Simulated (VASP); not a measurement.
# PbO (rock salt type) (Fm-3m) in VASP: notebook

PbO (rock salt type) is run at these levels: r2SCAN; tasks: single point.

All numbers are computed with VASP 6.6.1; they aren't measurements. Logs are shortened: lines on timing, memory, paths and dates and some standing lists are left out, and cuts for length are marked.

## 1. The cell of the first run

It takes space group Fm-3m (No. 225, cubic). Conventional cell: a = 5.122 Å, b = 5.122 Å, c = 5.122 Å, α = 90.00°, β = 90.00°, γ = 90.00°. Pb (site symmetry m-3m) has 6 O at 2.56 Å within 3.4 Å. O (site symmetry m-3m) has 6 Pb at 2.56 Å within 3.4 Å.

## 2. Single point, r2SCAN

Contents of POSCAR:

```
PbO
1.0
    0.0000000000      2.5609903461      2.5609903461
    2.5609903461      0.0000000000      2.5609903461
    2.5609903461      2.5609903461      0.0000000000
Pb O
1 1
Direct
    0.0000000000      0.0000000000      0.0000000000
    0.5000000000      0.5000000000      0.5000000000
```

Contents of INCAR.step1:

```
SYSTEM = PbO
PREC = Accurate
ENCUT = 520
ISMEAR = -1
SIGMA = 0.1
LREAL = .False.
LASPH = .True.
NELM = 100
NBANDS = 17
GGA = PE
ALGO = Normal
EDIFF = 1E-4
LWAVE = .True.
LCHARG = .False.
```

Contents of INCAR.step2:

```
SYSTEM = PbO
PREC = Accurate
ENCUT = 520
EDIFF = 1E-6
ISMEAR = -1
SIGMA = 0.1
LREAL = .False.
LASPH = .True.
NELM = 100
ALGO = Normal
ISIF = 2
LWAVE = .False.
LCHARG = .True.
METAGGA = R2SCAN
LMIXTAU = .True.
LELF = .True.
LVHAR = .True.
NBANDS = 17
ISTART = 1
```

Contents of KPOINTS:

```
regular mesh
0
Gamma
  11 11 11
  0 0 0
```

Potentials or basis: VASP PAW PBE potentials, release 64 (Pb_d, O).

Command:

```
> cat potpaw_PBE.64/Pb_d/POTCAR potpaw_PBE.64/O/POTCAR > POTCAR
> cp INCAR.step1 INCAR
> mpirun -np 1 vasp_std > vasp.out
> cp INCAR.step2 INCAR
> mpirun -np 1 vasp_std > vasp.out
```

OUTCAR:

```text
SYSTEM = PbO
   PREC = Accurate
   ENCUT = 520
   EDIFF = 1E-6
   ISMEAR = -1
   LREAL = .False.
   LASPH = .True.
   NELM = 100
   ISIF = 2
   METAGGA = R2SCAN
   ISTART = 1

 ion  position               nearest neighbor table
   1  0.000  0.000  0.000-   2 2.56   2 2.56   2 2.56   2 2.56   2 2.56   2 2.56
   2  0.500  0.500  0.500-   1 2.56   1 2.56   1 2.56   1 2.56   1 2.56   1 2.56

  LATTYP: Found a face centered cubic cell.
 ALAT       =     5.1219806922

  Lattice vectors:

 A1 = (   0.0000000000,   2.5609903461,   2.5609903461)
 A2 = (   2.5609903461,   0.0000000000,   2.5609903461)
 A3 = (   2.5609903461,   2.5609903461,   0.0000000000)

Analysis of symmetry for initial positions (statically):
=====================================================================
 Subroutine PRICEL returns:
 Original cell was already a primitive cell.

 Routine SETGRP: Setting up the symmetry group for a
 face centered cubic supercell.

 Subroutine GETGRP returns: Found 48 space group operations
 (whereof 48 operations were pure point group operations)
 out of a pool of 48 trial point group operations.

The static configuration has the point symmetry O_h .

Analysis of symmetry for dynamics (positions and initial velocities):
=====================================================================
 Subroutine PRICEL returns:
 Original cell was already a primitive cell.

 Routine SETGRP: Setting up the symmetry group for a
 face centered cubic supercell.

 Subroutine GETGRP returns: Found 48 space group operations
 (whereof 48 operations were pure point group operations)
 out of a pool of 48 trial point group operations.

The dynamic configuration has the point symmetry O_h .

 Subroutine INISYM returns: Found 48 space group operations
 (whereof 48 operations are pure point group operations),
 and found     1 'primitive' translations

----------------------------------------------------------------------------------------

                                     Primitive cell

  volume of cell :      33.5934

  direct lattice vectors                    reciprocal lattice vectors
     0.000000000  2.560990346  2.560990346    -0.195236972  0.195236972  0.195236972
     2.560990346  0.000000000  2.560990346     0.195236972 -0.195236972  0.195236972
     2.560990346  2.560990346  0.000000000     0.195236972  0.195236972 -0.195236972

  length of vectors
     3.621787281  3.621787281  3.621787281     0.338160355  0.338160355  0.338160355

  position of ions in fractional coordinates (direct lattice)
     0.000000000  0.000000000  0.000000000
     0.500000000  0.500000000  0.500000000

  ion indices of the primitive-cell ions
   primitive index   ion index
                 1           1
                 2           2

----------------------------------------------------------------------------------------

 KPOINTS: regular mesh

Automatic generation of k-mesh.
 Grid dimensions read from file:
 generate k-points for:   11   11   11

 Generating k-lattice:

  Cartesian coordinates                     Fractional coordinates (reciprocal lattice)
    -0.017748816  0.017748816  0.017748816     0.090909091  0.000000000  0.000000000
     0.017748816 -0.017748816  0.017748816     0.000000000  0.090909091  0.000000000
     0.017748816  0.017748816 -0.017748816     0.000000000  0.000000000  0.090909091

  Length of vectors
     0.030741850  0.030741850  0.030741850

  Shift w.r.t. Gamma in fractional coordinates (k-lattice)
     0.000000000  0.000000000  0.000000000

 Subroutine IBZKPT returns following result:
 ===========================================

 Found     56 irreducible k-points:

 Following reciprocal coordinates:
            Coordinates               Weight
  0.000000  0.000000  0.000000      1.000000
  0.090909  0.000000  0.000000      8.000000
  0.181818  0.000000  0.000000      8.000000
  0.272727  0.000000  0.000000      8.000000
  0.363636  0.000000  0.000000      8.000000
  0.454545  0.000000  0.000000      8.000000
[... 16 lines left out ...]
 -0.272727  0.181818  0.000000     24.000000
 -0.181818  0.181818  0.000000     12.000000
 [... further k-points ...]
   k-points           NKPTS =     56   k-points in BZ     NKDIM =     56   number of bands    NBANDS=     17
   number of dos      NEDOS =    301   number of ions     NIONS =      2
   total plane-waves  NPLWV =  21952
   dimension x,y,z NGX =    28 NGY =   28 NGZ =   28
   dimension x,y,z NGXF=    56 NGYF=   56 NGZF=   56
   ions per type =               1   1
   NGX,Y,Z   is equivalent  to a cutoff of  12.85, 12.85, 12.85 a.u.
   NGXF,Y,Z  is equivalent  to a cutoff of  25.70, 25.70, 25.70 a.u.
 SYSTEM =  PbO
   PREC   = accura    normal or accurate (medium, high low for compatibility)
   ISTART =      1    job   : 0-new  1-cont  2-samecut
   ICHARG =      0    charge: 1-file 2-atom 10-const
   ISPIN  =      1    spin polarized calculation?
   LNONCOLLINEAR =      F non collinear calculations
[... 98 lines left out ...]
      3      -9.8873      2.00000
      4      -9.8873      2.00000
      5      -9.7530      2.00000
      6      -9.7530      2.00000
[... 9 lines left out ...]
     16      21.3080      0.00000
     17      23.3881      0.00000

 k-point     5 :       0.3636    0.0000    0.0000
  band No.  band energies     occupation
      1     -11.4812      2.00000
      2      -9.9258      2.00000
      3      -9.9054      2.00000
      4      -9.9054      2.00000
      5      -9.7211      2.00000
      6      -9.7211      2.00000
[... 9 lines left out ...]
     16      22.3034      0.00000
     17      23.0075      0.00000

 k-point     6 :       0.4545    0.0000    0.0000
  band No.  band energies     occupation
      1     -11.3637      2.00000
      2      -9.9340      2.00000
      3      -9.9194      2.00000
      4      -9.9194      2.00000
      5      -9.6986      2.00000
      6      -9.6986      2.00000
[... 9 lines left out ...]
     16      23.3006      0.00000
     17      23.3006      0.00000

 k-point     7 :       0.0909    0.0909    0.0000
  band No.  band energies     occupation
      1     -11.9863      2.00000
      2      -9.9185      2.00000
      3      -9.8924      2.00000
      4      -9.8924      2.00000
      5      -9.7751      2.00000
      6      -9.7519      2.00000
[... 9 lines left out ...]
     16      20.4796      0.00000
     17      20.7156      0.00000

 k-point     8 :       0.1818    0.0909    0.0000
  band No.  band energies     occupation
      1     -11.8912      2.00000
      2      -9.9235      2.00000
      3      -9.8755      2.00000
      4      -9.8733      2.00000
      5      -9.7770      2.00000
      6      -9.7465      2.00000
[... 9 lines left out ...]
     16      21.3836      0.00000
     17      22.5316      0.00000
[... 203 lines left out ...]
      1     -11.7254      2.00000
      2      -9.9446      2.00000
      3      -9.8254      2.00000
      4      -9.8144      2.00000
      5      -9.6974      2.00000
      6      -9.5632      2.00000
[... 9 lines left out ...]
     16      24.0966      0.00000
     17      24.5200      0.00000

 k-point    20 :       0.4545    0.1818    0.0000
  band No.  band energies     occupation
      1     -11.6477      2.00000
      2      -9.9287      2.00000
      3      -9.8415      2.00000
      4      -9.8149      2.00000
      5      -9.6860      2.00000
      6      -9.4738      2.00000
[... 9 lines left out ...]
     16      24.0307      0.00000
     17      24.0744      0.00000

 k-point    21 :      -0.4545    0.1818    0.0000
  band No.  band energies     occupation
      1     -11.5932      2.00000
      2      -9.9115      2.00000
      3      -9.8569      2.00000
      4      -9.8245      2.00000
      5      -9.6976      2.00000
      6      -9.4367      2.00000
[... 9 lines left out ...]
     16      23.1092      0.00000
     17      24.2451      0.00000

 k-point    22 :      -0.3636    0.1818    0.0000
  band No.  band energies     occupation
      1     -11.5776      2.00000
      2      -9.8988      2.00000
      3      -9.8617      2.00000
      4      -9.8432      2.00000
      5      -9.7333      2.00000
      6      -9.4655      2.00000
[... 9 lines left out ...]
     16      21.9461      0.00000
     17      24.4249      0.00000

 k-point    23 :      -0.2727    0.1818    0.0000
  band No.  band energies     occupation
      1     -11.6103      2.00000
      2      -9.8950      2.00000
      3      -9.8648      2.00000
      4      -9.8523      2.00000
      5      -9.7839      2.00000
      6      -9.5426      2.00000
[... 9 lines left out ...]
     16      21.4512      0.00000
     17      24.0617      0.00000

 k-point    24 :      -0.1818    0.1818    0.0000
  band No.  band energies     occupation
      1     -11.6871      2.00000
      2      -9.9051      2.00000
      3      -9.8737      2.00000
      4      -9.8367      2.00000
      5      -9.8278      2.00000
      6      -9.6362      2.00000
[... 9 lines left out ...]
     16      21.4666      0.00000
     17      24.3577      0.00000

 [... further k-points ...]

------------------------ aborting loop because EDIFF is reached ----------------------------------------

  FORCE on cell =-STRESS in cart. coord.  units (eV):
  Direction    XX          YY          ZZ          XY          YZ          ZX
  --------------------------------------------------------------------------------------
  -------------------------------------------------------------------------------------
  Total        1.3114194      1.3114194      1.3114194      0.0000000      0.0000000     -0.0000000
  in kB       62.5458312     62.5458312     62.5458312      0.0000000      0.0000000     -0.0000000
  external PRESSURE =      62.5458312 kB  Pullay stress =       0.0000000 kB

 VOLUME and BASIS-vectors are now :
 -----------------------------------------------------------------------------
  energy-cutoff  :      520.00
  volume of cell :       33.59
      direct lattice vectors                 reciprocal lattice vectors
     0.000000000  2.560990346  2.560990346    -0.195236972  0.195236972  0.195236972
     2.560990346  0.000000000  2.560990346     0.195236972 -0.195236972  0.195236972
     2.560990346  2.560990346  0.000000000     0.195236972  0.195236972 -0.195236972

 POSITION                                       TOTAL-FORCE (eV/Angst)
 -----------------------------------------------------------------------------------
      0.00000      0.00000      0.00000         0.000000     -0.000000      0.000000
      2.56099      2.56099      2.56099        -0.000000      0.000000     -0.000000
 -----------------------------------------------------------------------------------
    total drift:                                0.000000      0.000000      0.000000

  FREE ENERGIE OF THE ION-ELECTRON SYSTEM (eV)
  ---------------------------------------------------
  free  energy   TOTEN  =       -64.2541084432 eV

  energy  without entropy=      -64.2502336749  energy(sigma->0) =      -64.25217106
```

Run time: 57 s. Hardware: 1 thread of Intel Xeon 6975P-C (Granite Rapids), shared host; peak memory 0.18 GiB.

What came out:

| Item | Value |
| --- | --- |
| Free energy | -64.2541 eV |
| Pressure | 6.3 GPa |
| Band gap on the k mesh | 0.28 eV |

Caveat: the cell stands under pressure; the PAW data sets were made with another functional, which shifts forces and pressure a little; spin-orbit coupling is left out, which moves the levels of the heavy elements; an odd mesh through Γ misses points on the zone boundary, where band edges can lie.

## 3. Single point, r2SCAN

POSCAR is that of step 2.

Contents of INCAR.step1:

```
PREC     = Accurate       # precision mode
ENCUT    = 520            # plane-wave cutoff, eV
ISMEAR   = -1             # smearing method
SIGMA    = 0.1            # smearing width, eV
LREAL    = F              # projectors in reciprocal space
LASPH    = T              # aspherical terms in the spheres
NELM     = 60             # most SCF steps
NBANDS   = 17             # bands
GGA      = PE             # functional
ALGO     = Normal         # electronic algorithm
EDIFF    = 1E-4           # SCF threshold, eV
LWAVE    = T              # write WAVECAR
LCHARG   = F              # write CHGCAR
```

Contents of INCAR.step2:

```
PREC     = Accurate       # precision mode
ENCUT    = 520            # plane-wave cutoff, eV
EDIFF    = 1E-7           # SCF threshold, eV
ISMEAR   = -1             # smearing method
SIGMA    = 0.1            # smearing width, eV
LREAL    = F              # projectors in reciprocal space
LASPH    = T              # aspherical terms in the spheres
NELM     = 60             # most SCF steps
ALGO     = Normal         # electronic algorithm
ISIF     = 2              # what is computed and relaxed
LWAVE    = F              # write WAVECAR
LCHARG   = F              # write CHGCAR
METAGGA  = R2SCAN         # meta-GGA
LMIXTAU  = T            
NBANDS   = 17             # bands
ISTART   = 1
```

Contents of KPOINTS:

```
Automatic mesh
0
Gamma
  11 11 11
```

Potentials or basis: VASP PAW PBE potentials, release 64 (Pb_d, O).

Command:

```
> cat potpaw_PBE.64/Pb_d/POTCAR potpaw_PBE.64/O/POTCAR > POTCAR
> cp INCAR.step1 INCAR
> mpirun -np 1 vasp_std > vasp.out
> cp INCAR.step2 INCAR
> mpirun -np 1 vasp_std > vasp.out
```

Run time: 63 s. Hardware: 1 thread of Intel Xeon 6975P-C (Granite Rapids), shared host; peak memory 0.18 GiB.

Results (log left out):

| Item | Value |
| --- | --- |
| Free energy | -64.2541 eV |
| Pressure | 6.3 GPa |
| Band gap on the k mesh | 0.28 eV |

Levels at points of the mesh, in eV from the valence-band top:
| k point | band 7 | band 8 | band 9 | band 10 | band 11 | band 12 | band 13 | band 14 |
| --- | --- | --- | --- | --- | --- | --- | --- | --- |
| (0.00, 0.00, 0.00) | -7.92 | -3.13 | -3.13 | -3.13 | 8.96 | 8.96 | 8.96 | 10.53 |

Caveat: the cell stands under pressure; the PAW data sets were made with another functional, which shifts forces and pressure a little; spin-orbit coupling is left out, which moves the levels of the heavy elements; an odd mesh through Γ misses points on the zone boundary, where band edges can lie.

## 4. Single point, r2SCAN

This run uses another cell than the first one, of 17.34 Å³/atom.

Contents of POSCAR:

```
PbO
1.0
    0.0000000000      2.5885299882      2.5885299882
    2.5885299882      0.0000000000      2.5885299882
    2.5885299882      2.5885299882      0.0000000000
Pb O
1 1
Direct
    0.0000000000      0.0000000000      0.0000000000
    0.5000000000      0.5000000000      0.5000000000
```

Contents of INCAR.step1:

```
ALGO = Normal
EDIFF = 1E-4
ENCUT = 520
GGA = PE
ISMEAR = -1
LASPH = True
LCHARG = False
LREAL = False
LWAVE = True
NBANDS = 17
NELM = 60
PREC = Accurate
SIGMA = 0.1
```

Contents of INCAR.step2:

```
ALGO = Normal
EDIFF = 1E-7
ENCUT = 520
ISIF = 2
ISMEAR = -1
ISTART = 1
LASPH = True
LCHARG = False
LMIXTAU = True
LREAL = False
LWAVE = False
METAGGA = R2SCAN
NBANDS = 17
NELM = 60
PREC = Accurate
SIGMA = 0.1
```

Contents of KPOINTS:

```
k-points
0
Gamma
  11 11 11
```

Command:

```
> cat potpaw_PBE.64/Pb_d/POTCAR potpaw_PBE.64/O/POTCAR > POTCAR
> cp INCAR.step1 INCAR
> mpirun -np 1 vasp_std > vasp.out
> cp INCAR.step2 INCAR
> mpirun -np 1 vasp_std > vasp.out
```

Run time: 63 s. Hardware: 1 thread of Intel Xeon 6975P-C (Granite Rapids), shared host; peak memory 0.18 GiB.

It converged, with:

| Property | Result |
| --- | --- |
| Free energy | -64.2849 eV |
| Pressure | 2.5 GPa |
| Band gap on the k mesh | 0.38 eV |

Levels at points of the mesh, in eV from the valence-band top:
| k point | band 6 | band 7 | band 8 | band 9 | band 10 | band 11 | band 12 | band 13 | band 14 | band 15 |
| --- | --- | --- | --- | --- | --- | --- | --- | --- | --- | --- |
| (0.00, 0.00, 0.00) | -17.11 | -7.85 | -2.89 | -2.89 | -2.89 | 8.74 | 8.74 | 8.74 | 10.62 | 11.91 |

Caveat: the PAW data sets were made with another functional, which shifts forces and pressure a little; spin-orbit coupling is left out, which moves the levels of the heavy elements; an odd mesh through Γ misses points on the zone boundary, where band edges can lie.

## 5. Single point, r2SCAN

This run uses another cell than the first one, of 17.34 Å³/atom.

POSCAR is that of step 4.

Contents of INCAR.step1:

```
SYSTEM = PbO
ALGO     = Normal         ! electronic algorithm
EDIFF    = 1E-4           ! SCF threshold, eV
ENCUT    = 520            ! plane-wave cutoff, eV
GGA      = PE             ! functional
ISMEAR   = -1             ! smearing method
LASPH    = .True.         ! aspherical terms in the spheres
LCHARG   = .False.        ! write CHGCAR
LREAL    = .False.        ! projectors in reciprocal space
LWAVE    = .True.         ! write WAVECAR
NBANDS   = 17             ! bands
NELM     = 100            ! most SCF steps
PREC     = Accurate       ! precision mode
SIGMA    = 0.1            ! smearing width, eV
```

Contents of INCAR.step2:

```
SYSTEM = PbO
ALGO     = Normal         ! electronic algorithm
EDIFF    = 1E-6           ! SCF threshold, eV
ENCUT    = 520            ! plane-wave cutoff, eV
ISIF     = 2              ! what is computed and relaxed
ISMEAR   = -1             ! smearing method
ISTART   = 1            
LASPH    = .True.         ! aspherical terms in the spheres
LCHARG   = .True.         ! write CHGCAR
LELF     = .True.         ! ELF
LMIXTAU  = .True.       
LREAL    = .False.        ! projectors in reciprocal space
LVHAR    = .True.       
LWAVE    = .False.        ! write WAVECAR
METAGGA  = R2SCAN         ! meta-GGA
NBANDS   = 17             ! bands
NELM     = 100            ! most SCF steps
PREC     = Accurate       ! precision mode
SIGMA    = 0.1            ! smearing width, eV
```

Contents of KPOINTS:

```
k-points
0
Gamma
  11 11 11
  0 0 0
```

Command:

```
> cat potpaw_PBE.64/Pb_d/POTCAR potpaw_PBE.64/O/POTCAR > POTCAR
> cp INCAR.step1 INCAR
> mpirun -np 1 vasp_std > vasp.out
> cp INCAR.step2 INCAR
> mpirun -np 1 vasp_std > vasp.out
```

It took 58 s on 1 thread of Intel Xeon 6975P-C (Granite Rapids), shared host; peak memory 0.18 GiB.

It converged, with:

```yaml
Free_energy: -64.2849 eV
Pressure: 2.5 GPa
Band_gap_on_the_k_mesh: 0.38 eV
```

Levels at points of the mesh, in eV from the valence-band top:
```csv
k point,band 8,band 9,band 10,band 11,band 12,band 13
"(0.00, 0.00, 0.00)",-2.89,-2.89,-2.89,8.74,8.74,8.74
```

Caveat: the PAW data sets were made with another functional, which shifts forces and pressure a little; spin-orbit coupling is left out, which moves the levels of the heavy elements; an odd mesh through Γ misses points on the zone boundary, where band edges can lie.
